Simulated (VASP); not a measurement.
# Tl in VASP: further runs

Tl is run at these levels: r2SCAN, PBE; tasks: single point.

Everything below comes from runs of VASP 6.6.1. Logs are shortened: lines on timing, memory, paths and dates and some standing lists are left out, and cuts for length are marked.

### Step 1. The cell of the first run

The typed cell holds 1 atom: a = 3.500 Å, b = 3.489 Å, c = 3.548 Å, α = 59.96°, β = 59.51°, γ = 57.89°.

### Step 2. Single point, r2SCAN (the cell strained at random)

POSCAR reads:

```
Tl
1.0
    0.0553880000      2.4549730000      2.4941460000
    2.4368890000      0.0525060000      2.4970280000
    2.4983090000      2.5192740000     -0.0089130000
Tl
1
Direct
    0.0008170000      0.0017230000     -0.0018980000
```

INCAR.step1 reads:

```
SYSTEM = Tl
  ALGO = Normal
  EDIFF = 1E-4
  ENCUT = 520
  GGA = PE
  ISMEAR = -1
  LASPH = .TRUE.
  LCHARG = .FALSE.
  LREAL = .FALSE.
  LWAVE = .TRUE.
  NBANDS = 12
  NELM = 100
  PREC = Accurate
  SIGMA = 0.15
```

INCAR.step2 reads:

```
SYSTEM = Tl
  ALGO = Normal
  EDIFF = 1E-6
  ENCUT = 520
  ISIF = 2
  ISMEAR = -1
  ISTART = 1
  LASPH = .TRUE.
  LCHARG = .TRUE.
  LELF = .TRUE.
  LMIXTAU = .TRUE.
  LREAL = .FALSE.
  LVHAR = .TRUE.
  LWAVE = .FALSE.
  METAGGA = R2SCAN
  NBANDS = 12
  NELM = 100
  PREC = Accurate
  SIGMA = 0.15
```

KPOINTS reads:

```
k-points
0
G
  9 9 9
  0 0 0
```

Potentials or basis: VASP PAW PBE potentials, release 64 (Tl_d).

Started as:

```console
cat potpaw_PBE.64/Tl_d/POTCAR > POTCAR
cp INCAR.step1 INCAR
mpirun -np 1 vasp_std > vasp.out
cp INCAR.step2 INCAR
mpirun -np 1 vasp_std > vasp.out
```

OUTCAR:

```text
SYSTEM = Tl
   EDIFF = 1E-6
   ENCUT = 520
   ISIF = 2
   ISMEAR = -1
   ISTART = 1
   LASPH = .TRUE.
   LREAL = .FALSE.
   METAGGA = R2SCAN
   NELM = 100
   PREC = Accurate

 ion  position               nearest neighbor table
   1  0.001  0.002  0.998-

  Warning from LATTYP: Got some problem with cell dimensions!
  Tried to take original basis but could not verify dimensions!
  LATTYP: Found a triclinic cell.
 ALAT       =     3.5168817264
 B/A-ratio  =     1.4217437319
 C/A-ratio  =     0.9618776492
 COS(alpha) =     0.0016779862
 COS(beta)  =     0.4864509589
 COS(gamma) =     0.7142194362

  Lattice vectors:

 A1 = (   0.0614200000,   2.4667680000,  -2.5059410000)
 A2 = (   0.0060320000,   0.0117950000,  -5.0000870000)
 A3 = (  -2.3815010000,   2.4024670000,  -0.0028820000)

Analysis of symmetry for initial positions (statically):
=====================================================================
 Subroutine PRICEL returns:
 Original cell was already a primitive cell.

 Routine SETGRP: Setting up the symmetry group for a
 triclinic supercell.

 Subroutine GETGRP returns: Found  2 space group operations
 (whereof  1 operations were pure point group operations)
 out of a pool of  2 trial point group operations.

The static configuration has the point symmetry C_1 .
 The point group associated with its full space group is S_2 .

Analysis of symmetry for dynamics (positions and initial velocities):
=====================================================================
 Subroutine PRICEL returns:
 Original cell was already a primitive cell.

 Routine SETGRP: Setting up the symmetry group for a
 triclinic supercell.

 Subroutine GETGRP returns: Found  2 space group operations
 (whereof  1 operations were pure point group operations)
 out of a pool of  2 trial point group operations.

The dynamic configuration has the point symmetry C_1 .
 The point group associated with its full space group is S_2 .

 Subroutine INISYM returns: Found  2 space group operations
 (whereof  1 operations are pure point group operations),
 and found     1 'primitive' translations

----------------------------------------------------------------------------------------

                                     Primitive cell

  volume of cell :      30.0047

  direct lattice vectors                    reciprocal lattice vectors
     0.055388000  2.454973000  2.494146000    -0.209672619  0.208636176  0.200235740
     2.436889000  0.052506000  2.497028000     0.210144300 -0.207688776  0.199760104
     2.498309000  2.519274000 -0.008913000     0.199941246  0.197957320 -0.199288342

[... 85 lines left out ...]
   IBRION =     -1    ionic relax: 0-MD 1-quasi-New 2-CG
   NFREE  =      0    steps in history (QN), initial steepest desc. (CG)
   ISIF   =      2    stress and relaxation
   ISYM   =      2    0-nonsym 1-usesym 2-fastsym
   POTIM  = 0.5000    time-step for ionic-motion
   TEBEG  =    0.0;   TEEND  =   0.0 temperature during run
   PSTRESS=    0.0 pullay stress
   NELECT =      13.0000    total number of electrons
   NUPDOWN=      -1.0000    fix difference up-down
   EMIN   =  10.00;   EMAX   =-10.00  energy-range for DOS
   EFERMI =   0.00;   METHOD = LEGACY
   ISMEAR =    -1;   SIGMA  =   0.15  broadening in eV -4-tet -1-fermi 0-gaus
   EFERMI_NEDOS =   21; number of points for ismear=-14 and -15
   IALGO  =     38    algorithm
   IMIX   =      4    mixing-type and parameters
     AMIX     =   0.40;   BMIX     =  1.00
     AMIX_MAG =   1.60;   BMIX_MAG =  1.00
  volume/ion in A,a.u.               =      30.00       202.48
  Fermi-wavevector in a.u.,A,eV,Ry     =   1.238776  2.340947 20.879041  1.534566
  Thomas-Fermi vector in A             =   2.373287
   LORBIT       =      0    0 simple, 1 ext, 2 COOP (PROOUT), +10 PAW based schemes
   METAGGA = R2SCAN    functional components
   LHFCALC =     F    Hartree Fock is set to
   AEXX    =    0.0000 exact exchange contribution
   IVDW    =     0    specifies the selected vdW correction
   LEPSILON=     F    determine dielectric tensor
   LRPA    =     F    only Hartree local field effects (RPA)
 non-spin polarized calculation
  energy-cutoff  :      520.00
  volume of cell :       30.00
 maximum number of plane-waves:       830
 NGX is ok and might be reduce to    28
   NGX = 13   NGY = 13   NGZ = 13

 number of electron      13.0000001 magnetization

 Free energy of the ion-electron system (eV)
  ---------------------------------------------------
  ext. energy  EPLUGINS =         0.00000000
  ---------------------------------------------------
  free energy    TOTEN  =       -53.17963082 eV

  energy without entropy =      -53.13870678  energy(sigma->0) =      -53.15916880

 E-fermi :   6.0531     XC(G=0): -10.5569

 val. band max:        6.0437486973   @ k =  -0.2222  -0.4444   0.2222
 cond. band min:       6.0602604682   @ k =  -0.0000  -0.3333   0.1111
 fundamental gap:      0.0165117708
 Fermi energy:         6.0531340034

 k-point     1 :       0.0000    0.0000    0.0000
  band No.  band energies     occupation
      1      -6.1137      2.00000
      2      -6.0966      2.00000
      3      -6.0092      2.00000
      4      -5.8324      2.00000
      5      -5.7919      2.00000
      6      -4.0807      2.00000
      7      15.5777      0.00000
      8      16.0649      0.00000
      9      16.8825      0.00000
     10      17.8279      0.00000
     11      20.2008      0.00000
     12      20.7645      0.00000
[... 331 lines left out ...]
 k-point    24 :       0.0000    0.3333    0.0000
  band No.  band energies     occupation
      1      -6.1717      2.00000
      2      -6.0452      2.00000
      3      -6.0020      2.00000
      4      -5.7025      2.00000
      5      -5.6614      2.00000
      6      -1.5587      2.00000
      7       6.8052      0.01321
      8      14.3342      0.00000
      9      14.4366      0.00000
     10      16.9978      0.00000
     11      18.9619      0.00000
     12      20.0513      0.00000

 [... further k-points ...]
[... 5 lines left out ...]
  --------------------------------------------------------------------------------------
  -------------------------------------------------------------------------------------
  Total        0.0210388      0.0085747     -0.0462071     -0.0683583      0.0041884      0.0048511
  in kB        1.1234190      0.4578683     -2.4673440     -3.6501635      0.2236501      0.2590361
  external PRESSURE =      -0.2953522 kB  Pullay stress =       0.0000000 kB

 VOLUME and BASIS-vectors are now :
 -----------------------------------------------------------------------------
  energy-cutoff  :      520.00
  volume of cell :       30.00
      direct lattice vectors                 reciprocal lattice vectors
     0.055388000  2.454973000  2.494146000    -0.209672619  0.208636176  0.200235740
     2.436889000  0.052506000  2.497028000     0.210144300 -0.207688776  0.199760104
     2.498309000  2.519274000 -0.008913000     0.199941246  0.197957320 -0.199288342

 POSITION                                       TOTAL-FORCE (eV/Angst)
 -----------------------------------------------------------------------------------
      2.49781      2.51659     -0.00256         0.000000     -0.000000     -0.000000
 -----------------------------------------------------------------------------------
    total drift:                               -0.000001     -0.000005      0.000006

  FREE ENERGIE OF THE ION-ELECTRON SYSTEM (eV)
  ---------------------------------------------------
  free  energy   TOTEN  =       -53.1796308177 eV

  energy  without entropy=      -53.1387067752  energy(sigma->0) =      -53.15916880
```

It took 3.1 min on 1 thread of Intel Xeon 6975P-C (Granite Rapids), shared host; peak memory 0.26 GiB.

Results:

| Property | Result |
| --- | --- |
| Free energy | -53.1796 eV |
| Pressure | 0.0 GPa |

Stress tensor (GPa, compression positive):
```
 0.11 -0.37  0.03
-0.37  0.05  0.02
 0.03  0.02 -0.25
```

Levels at points of the mesh, in eV from the Fermi level:
```tsv
k point	band 5	band 6	band 7	band 8	band 9	band 10
(0.00, 0.00, 0.00)	-11.85	-10.13	9.52	10.01	10.83	11.77
```

Caveat: the cell differs from its parent crystal (the cell strained at random); the PAW data sets were made with another functional, which shifts forces and pressure a little; spin-orbit coupling is left out, which moves the levels of the heavy elements.

### Step 3. Single point, PBE, collinear spin, ferromagnetic start

INCAR reads:

```
ALGO = Normal
EDIFF = 1E-6
ENCUT = 520
GGA = PE
ISIF = 2
ISMEAR = 1
ISPIN = 2
LASPH = True
LCHARG = False
LORBIT = 11
LREAL = False
LWAVE = False
MAGMOM = 0.5
NBANDS = 16
NELM = 150
PREC = Accurate
SIGMA = 0.1
```

KPOINTS reads:

```
k-points
0
Gamma
  9 9 9
```

POSCAR reads:

```
Tl
1.0
    0.0017720000      2.5037390000      2.4103650000
    2.4351270000     -0.0006230000      2.4127600000
    2.4677680000      2.5387760000     -0.0332640000
Tl
1
Direct
    0.0000000000      0.0000000000      0.0000000000
```

Potentials or basis: VASP PAW PBE potentials, release 64 (Tl_d).

Started as:

```console
cat potpaw_PBE.64/Tl_d/POTCAR > POTCAR
mpirun -np 1 vasp_std > vasp.out
```

Wall time 2.2 min (1 thread of Intel Xeon 6975P-C (Granite Rapids), shared host); peak memory 0.36 GiB.

It converged, with:

| Item | Value |
| --- | --- |
| Free energy | -2.2022 eV |
| Pressure | 1.1 GPa |
| Net moment | 0.00 μB per cell |
| Valence electrons inside the program's atomic spheres | Tl 11.20 |

Stress tensor (GPa, compression positive):
```
 1.22 -0.20  0.15
-0.20  0.82  0.17
 0.15  0.17  1.38
```

Levels at points of the mesh, in eV from the Fermi level:
Spin up:
```
           k point  band 4  band 5  band 6  band 7  band 8  band 9
(0.00, 0.00, 0.00)  -11.30  -11.24   -9.69    9.52   10.06   10.13
```
Spin down:
| k point | band 4 | band 5 | band 6 | band 7 | band 8 | band 9 |
| --- | --- | --- | --- | --- | --- | --- |
| (0.00, 0.00, 0.00) | -11.30 | -11.24 | -9.69 | 9.52 | 10.06 | 10.13 |

Caveat: spin-orbit coupling is left out, which moves the levels of the heavy elements.

[end of part 1 of 2]
